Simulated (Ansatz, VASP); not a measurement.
## Al3Pd: VASP beside Ansatz

```
CELL_PARAMETERS angstrom
3.94691 0.00000 0.00000
0.00000 3.94691 0.00000
0.00000 0.00000 3.94691
ATOMIC_POSITIONS crystal
Al 0.00000 0.50000 0.50000
Al 0.50000 0.00000 0.50000
Al 0.50000 0.50000 0.00000
Pd 0.00000 0.00000 0.00000
```

Alike in both runs: task single point; functional PBE; k mesh 7 × 7 × 7; no spin polarisation.

```csv
,VASP,Ansatz
version,VASP 6.6.1,Ansatz 0.2.0
potentials or method,"VASP PAW PBE potentials, release 64 (Al, Pd)","plane waves, PAW"
plane-wave cutoff (eV),500,420
occupations,"fermi-dirac, width 0.1 eV",fermi-dirac
valence electrons in the cell,19,27
```

|  | VASP | Ansatz | Ansatz less VASP |
| --- | --- | --- | --- |
| gap on the k mesh at the Fermi level (eV) | none | none | - |
| pressure (GPa) | 1.4 | 1.4 | +0.01 |

A gap of «none» marks a metal or a gap that the smearing closes. VASP's potentials hold 19 valence electrons a cell and Ansatz's 27, so a difference there can come from the potentials and not from the codes.
